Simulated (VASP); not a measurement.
Write the native input for VASP 6.6.1 that does the following.

- Task: relaxation of cell and atoms
- Functional: PBE
- Potentials or basis: VASP PAW PBE potentials, release 64 (In_d, Sb)
- Cutoff: 600 eV
- k mesh: 12 × 12 × 12
- Occupations: gaussian, width 0.1 eV
- Spin: no spin polarisation
- Dipole correction: no
- Further INCAR settings: ALGO = Normal; EDIFF = 1e-06; IBRION = 2; EDIFFG = -0.01; NSW = 100; ISIF = 3

The structure of InSb2 lies in POSCAR:

```
InSb2
1.0
    5.1655147400      0.0000000000      0.0000000000
   -2.5827573700      4.4734669900      0.0000000000
    0.0000000000      0.0000000000      3.6586363100
In Sb
1 2
Direct
    0.0000000000      0.0000000000      0.0000000000
    0.6666666700      0.3333333300      0.5000000000
    0.3333333300      0.6666666700      0.5000000000
```

The cell was built from a structure type or drawn by symmetry, and may not be a known phase.

One way to write it, as run:

INCAR

```
SYSTEM = InSb2
ALGO = Normal
EDIFF = 1E-6
EDIFFG = -0.01
ENCUT = 600
GGA = PE
IBRION = 2
ISIF = 3
ISMEAR = 0
LASPH = .True.
LCHARG = .False.
LREAL = .False.
LWAVE = .False.
NELM = 80
NSW = 100
PREC = Accurate
SIGMA = 0.1
```

KPOINTS

```
k-points
0
Gamma
  12 12 12
  0 0 0
```

Potentials or basis: VASP PAW PBE potentials, release 64 (In_d, Sb).

Run with:

```bash
$ cat potpaw_PBE.64/In_d/POTCAR potpaw_PBE.64/Sb/POTCAR > POTCAR
$ mpirun -np 1 vasp_std > vasp.out
```

Results of the run:

```yaml
Relaxed_volume: 28.38 Å³/atom
Relaxed_cell: a = 5.514 Å, b = 5.514 Å, c = 3.234 Å, α = 90.00°, β = 90.00°, γ = 120.00°
Space_group_after_relaxing_to_0.1_Å: P6/mmm (No. 191)
Energy_gained_by_relaxing: 85.1 meV/atom
Ionic_steps: 14
Pressure_after_relaxing: 0.0 GPa
Band_gap_on_the_k_mesh: zero (an odd number of electrons rules out a gap without spin polarisation)
```

Caveat: spin-orbit coupling is left out, which moves the levels of the heavy elements.

Wall time 11 min on 1 thread of Intel(R) Xeon(R) 6975P-C (Granite Rapids), with other jobs on the host, peak memory 0.4 GiB.
